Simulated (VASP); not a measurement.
# Pt (I4_1/amd) in VASP: notebook, part 2 of 2

VASP 6.6.1. The steps go on from the part before.

### Step 3. Single point, PBE

This run uses another cell than the first one, of 17.16 Å³/atom.

INCAR reads:

```
ALGO = Normal ; EDIFF = 1E-6
ENCUT = 520 ; GGA = PE
ISIF = 2 ; ISMEAR = 0
LASPH = T ; LCHARG = F
LREAL = F ; LWAVE = F
NBANDS = 17 ; NELM = 60
PREC = Accurate ; SIGMA = 0.1
```

KPOINTS reads:

```
k-points
0
Gamma
  8 8 8
```

POSCAR reads:

```
Pt
1.0
   -2.5103399339      2.5103399339      1.3618437124
    2.5103399339     -2.5103399339      1.3618437124
    2.5103399339      2.5103399339     -1.3618437124
Pt
2
Direct
    0.0000000000      0.0000000000      0.0000000000
    0.7500000000      0.2500000000      0.5000000000
```

Potentials or basis: VASP PAW PBE potentials, release 64 (Pt).

Run with:

```console
$ cat potpaw_PBE.64/Pt/POTCAR > POTCAR
$ mpirun -np 1 vasp_std > vasp.out
```

OUTCAR:

```text
EDIFF = 1E-6
   ENCUT = 520
   GGA = PE
   ISIF = 2
   ISMEAR = 0
   LASPH = T
   LREAL = F
   NELM = 60
   PREC = Accurate

 ion  position               nearest neighbor table
   1  0.000  0.000  0.000-   2 2.60   2 2.60   2 2.60   2 2.60   2 3.24   2 3.24   2 3.24   2 3.24

   2  0.750  0.250  0.500-   1 2.60   1 2.60   1 2.60   1 2.60   1 3.24   1 3.24   1 3.24   1 3.24

  LATTYP: Found a body centered tetragonal cell.
 ALAT       =     5.0206798678
 C/A-ratio  =     0.5424937452

  Lattice vectors:

 A1 = (  -2.5103399339,   2.5103399339,   1.3618437124)
 A2 = (   2.5103399339,  -2.5103399339,   1.3618437124)
 A3 = (   2.5103399339,   2.5103399339,  -1.3618437124)

Analysis of symmetry for initial positions (statically):
=====================================================================
 Subroutine PRICEL returns:
 Original cell was already a primitive cell.

 Routine SETGRP: Setting up the symmetry group for a
 body centered tetragonal supercell.

 Subroutine GETGRP returns: Found 16 space group operations
 (whereof  8 operations were pure point group operations)
 out of a pool of 16 trial point group operations.

The static configuration has the point symmetry D_2d.
 The point group associated with its full space group is D_4h.

Analysis of symmetry for dynamics (positions and initial velocities):
=====================================================================
 Subroutine PRICEL returns:
 Original cell was already a primitive cell.

 Routine SETGRP: Setting up the symmetry group for a
 body centered tetragonal supercell.

 Subroutine GETGRP returns: Found 16 space group operations
 (whereof  8 operations were pure point group operations)
 out of a pool of 16 trial point group operations.

The dynamic configuration has the point symmetry D_2d.
 The point group associated with its full space group is D_4h.

[... 113 lines left out ...]
   ISMEAR =     0;   SIGMA  =   0.10  broadening in eV -4-tet -1-fermi 0-gaus
   EFERMI_NEDOS =   21; number of points for ismear=-14 and -15
   IALGO  =     38    algorithm
   IMIX   =      4    mixing-type and parameters
     AMIX     =   0.40;   BMIX     =  1.00
     AMIX_MAG =   1.60;   BMIX_MAG =  1.00
  volume/ion in A,a.u.               =      17.16       115.83
  Fermi-wavevector in a.u.,A,eV,Ry     =   1.367311  2.583844 25.436637  1.869540
  Thomas-Fermi vector in A             =   2.493375
   LORBIT       =      0    0 simple, 1 ext, 2 COOP (PROOUT), +10 PAW based schemes
   GGA     = PE    functional components
   LHFCALC =     F    Hartree Fock is set to
   AEXX    =    0.0000 exact exchange contribution
   IVDW    =     0    specifies the selected vdW correction
   LEPSILON=     F    determine dielectric tensor
   LRPA    =     F    only Hartree local field effects (RPA)
 non-spin polarized calculation
 Gauss-broadening in eV      SIGMA  =   0.10
  energy-cutoff  :      520.00
  volume of cell :       34.33
 maximum number of plane-waves:       946
   NGX = 15   NGY = 15   NGZ = 15

 number of electron      20.0000002 magnetization

 Free energy of the ion-electron system (eV)
  ---------------------------------------------------
  ext. energy  EPLUGINS =         0.00000000
  ---------------------------------------------------
  free energy    TOTEN  =       -11.59190567 eV

  energy without entropy =      -11.57975706  energy(sigma->0) =      -11.58583137

 E-fermi :   8.9875     XC(G=0): -12.6349

 val. band max:        8.9858581331   @ k =  -0.1250   0.1250   0.1250
 cond. band min:       8.9894853476   @ k =   0.2500   0.1250   0.1250
 fundamental gap:      0.0036272145
 Fermi energy:         8.9874515731

 k-point     1 :       0.0000    0.0000    0.0000
  band No.  band energies     occupation
      1       0.1563      2.00000
      2       3.0677      2.00000
      3       3.5664      2.00000
      4       4.0958      2.00000
      5       4.6856      2.00000
      6       7.6509      2.00000
[... 457 lines left out ...]
      4       5.1446      2.00000
      5       5.2931      2.00000
      6       6.7441      2.00000
[... 9 lines left out ...]
     16      22.8840      0.00000
     17      23.9052      0.00000

 [... further k-points ...]

------------------------ aborting loop because EDIFF is reached ----------------------------------------

  FORCE on cell =-STRESS in cart. coord.  units (eV):
  Direction    XX          YY          ZZ          XY          YZ          ZX
  --------------------------------------------------------------------------------------
  -------------------------------------------------------------------------------------
  Total       -0.1295426     -0.1295426     -0.0920610      0.0000000      0.0000000      0.0000000
  in kB       -6.0460364     -6.0460364     -4.2966912      0.0000000      0.0000000      0.0000000
  external PRESSURE =      -5.4629213 kB  Pullay stress =       0.0000000 kB

 VOLUME and BASIS-vectors are now :
 -----------------------------------------------------------------------------
  energy-cutoff  :      520.00
  volume of cell :       34.33
      direct lattice vectors                 reciprocal lattice vectors
    -2.510339934  2.510339934  1.361843712     0.000000000  0.199176212  0.367149325
     2.510339934 -2.510339934  1.361843712     0.199176212  0.000000000  0.367149325
     2.510339934  2.510339934 -1.361843712     0.199176212  0.199176212  0.000000000

 POSITION                                       TOTAL-FORCE (eV/Angst)
 -----------------------------------------------------------------------------------
      0.00000      0.00000      0.00000        -0.000000      0.000000     -0.000000
      0.00000      2.51034      0.68092         0.000000     -0.000000      0.000000
 -----------------------------------------------------------------------------------
    total drift:                               -0.000000      0.000000      0.000000

  FREE ENERGIE OF THE ION-ELECTRON SYSTEM (eV)
  ---------------------------------------------------
  free  energy   TOTEN  =       -11.5919056740 eV

  energy  without entropy=      -11.5797570621  energy(sigma->0) =      -11.58583137
```

stdout:

```text
POSCAR found type information on POSCAR Pt
 POSCAR found :  1 types and       2 ions
 scaLAPACK will be used
 LDA part: xc-table for (Slater+PW92), standard interpolation
 POSCAR, INCAR and KPOINTS ok, starting setup
 FFT: planning ... GRIDC
 FFT: planning ... GRID_SOFT
 FFT: planning ... GRID
 WAVECAR not read
 entering main loop
```

Run time: 50 s. Hardware: 1 thread of AMD EPYC 7R13, shared host; peak memory 0.14 GiB.

Results:

| Property | Result |
| --- | --- |
| Free energy | -11.5919 eV |
| Pressure | -0.5 GPa |
| Band gap on the k mesh | zero (bands 10 and 11 overlap by 1.57 eV) |

Caveat: spin-orbit coupling is left out, which moves the levels of the heavy elements.

### Step 4. Relaxation of cell and atoms, PBE

INCAR reads:

```
SYSTEM = Pt
PREC = Accurate
ENCUT = 600
EDIFF = 1E-7
ISMEAR = 0
SIGMA = 0.1
LREAL = .False.
LASPH = .True.
NELM = 100
ALGO = Normal
ISIF = 3
LWAVE = .False.
LCHARG = .False.
GGA = PE
IBRION = 2
NSW = 90
EDIFFG = -0.04
```

KPOINTS reads:

```
Automatic mesh
0
Gamma
  8 8 8
  0 0 0
```

POSCAR reads:

```
Pt
1.0
   -2.4595936916      2.4595936916      1.3417537615
    2.4595936916     -2.4595936916      1.3417537615
    2.4595936916      2.4595936916     -1.3417537615
Pt
2
Direct
    0.0000000000      0.0000000000      0.0000000000
    0.7500000000      0.2500000000      0.5000000000
```

Run with:

```console
$ cat potpaw_PBE.64/Pt/POTCAR > POTCAR
$ mpirun -np 1 vasp_std > vasp.out
```

It took 3.1 min on 1 thread of AMD EPYC 7R13, shared host; peak memory 0.16 GiB.

Results (log left out):

```
Free energy                           : -11.5914 eV
Relaxed volume                        : 17.11 Å³/atom
Relaxed cell                          : a = 3.797 Å, b = 3.797 Å, c = 3.797 Å, α = 97.40°, β = 97.40°, γ = 137.94°
Space group after relaxing (to 0.1 Å) : I4_1/amd (No. 141)
Energy gained by relaxing             : 34.2 meV/atom
Ionic steps                           : 5
Pressure after relaxing               : 0.2 GPa
Band gap on the k mesh                : zero (bands 10 and 11 overlap by 1.58 eV)
```

Stress tensor (GPa, compression positive):
```
 0.34  0.00  0.00
 0.00  0.34  0.00
 0.00  0.00 -0.23
```

The path:
```tsv
step	energy change (eV)	largest force (eV/Å)	pressure (GPa)	volume (Å³)
1	0.0000	0.0000	12.90	32.47
2	0.2571	0.0000	-18.80	39.01
3	-0.0682	0.0000	-0.53	34.34
4	-0.0683	0.0000	-0.07	34.26
5	-0.0683	0.0000	0.15	34.23
```

Final structure:
```
CELL_PARAMETERS angstrom
-2.50586 2.50586 1.36262
2.50586 -2.50586 1.36262
2.50586 2.50586 -1.36262
ATOMIC_POSITIONS crystal
Pt 0.00000 0.00000 0.00000
Pt 0.75000 0.25000 0.50000
```

Levels at points of the mesh, in eV from the Fermi level:
| k point | band 8 | band 9 | band 10 | band 11 | band 12 | band 13 |
| --- | --- | --- | --- | --- | --- | --- |
| (0.00, 0.00, 0.00) | -1.29 | -1.29 | 0.35 | 1.41 | 5.11 | 5.11 |
| (0.50, 0.00, 0.00) | -1.08 | -0.33 | -0.06 | 2.16 | 4.37 | 6.51 |
| (0.50, 0.50, 0.00) | -2.16 | -0.55 | -0.55 | -0.24 | -0.24 | 11.91 |
| (0.50, 0.50, 0.50) | -1.13 | -1.04 | -1.04 | -0.48 | -0.48 | 4.61 |

Caveat: spin-orbit coupling is left out, which moves the levels of the heavy elements.

### Step 5. Single point, PBE

This run uses another cell than the first one, of 17.15 Å³/atom.

INCAR reads:

```
ALGO     = Fast           # electronic algorithm
EDIFF    = 1E-6           # SCF threshold, eV
ENCUT    = 520            # plane-wave cutoff, eV
GGA      = PE             # functional
ISIF     = 2              # what is computed and relaxed
ISMEAR   = 0              # smearing method
LASPH    = T              # aspherical terms in the spheres
LCHARG   = F              # write CHGCAR
LREAL    = F              # projectors in reciprocal space
LWAVE    = F              # write WAVECAR
NBANDS   = 17             # bands
NELM     = 60             # most SCF steps
PREC     = Accurate       # precision mode
SIGMA    = 0.1            # smearing width, eV
```

KPOINTS reads:

```
k-points
0
Gamma
  22 22 22
```

POSCAR reads:

```
Pt
1.0
   -2.5174661526      2.5174661526      1.3530722155
    2.5174661526     -2.5174661526      1.3530722155
    2.5174661526      2.5174661526     -1.3530722155
Pt
2
Direct
    0.0000000000      0.0000000000      0.0000000000
    0.7500000000      0.2500000000      0.5000000000
```

Run with:

```console
$ cat potpaw_PBE.64/Pt/POTCAR > POTCAR
$ mpirun -np 1 vasp_std > vasp.out
```

It took 15 min on 1 thread of AMD EPYC 7R13, shared host; peak memory 0.46 GiB.

Results (log left out):

```
Free energy            : -11.6149 eV
Pressure               : -0.5 GPa
Band gap on the k mesh : zero (bands 10 and 11 overlap by 1.62 eV)
```

Levels at points of the mesh, in eV from the Fermi level:
| k point | band 8 | band 9 | band 10 | band 11 | band 12 | band 13 |
| --- | --- | --- | --- | --- | --- | --- |
| (0.00, 0.00, 0.00) | -1.26 | -1.26 | 0.30 | 1.37 | 4.98 | 4.98 |
| (0.50, 0.00, 0.00) | -1.09 | -0.39 | -0.10 | 2.22 | 4.48 | 6.47 |
| (0.50, 0.50, 0.00) | -2.16 | -0.57 | -0.57 | -0.29 | -0.29 | 11.75 |
| (0.50, 0.50, 0.50) | -1.10 | -1.02 | -1.02 | -0.54 | -0.54 | 4.50 |

Caveat: spin-orbit coupling is left out, which moves the levels of the heavy elements.

### Step 6. Summary

```csv
task,cell,k mesh,cutoff (eV),gap on the mesh (eV),pressure (GPa)
single point,"a = 3.728 Å, angles 97.4, 97.4, 137.8°, 2 atoms",8 × 8 × 8,520,none,12.8
single point,"a = 3.802 Å, angles 97.4, 97.4, 138.0°, 2 atoms",8 × 8 × 8,520,none,-0.5
relaxation of cell and atoms,"relaxed from a = 3.728 Å, angles 97.4, 97.4, 137.8°, 2 atoms",8 × 8 × 8,600,none,0.2
single point,"a = 3.809 Å, angles 97.3, 97.3, 138.4°, 2 atoms",22 × 22 × 22,520,none,-0.5
```

Alike in all rows: level PBE; potentials or basis VASP PAW PBE potentials, release 64 (Pt); no spin polarisation; smearing gaussian 0.1 eV.

Caveats: spin-orbit coupling is left out, which moves the levels of the heavy elements; the cell stands under pressure (at least some runs).

Total energies depend on the potentials used, so only differences within one code and one set of settings carry meaning.
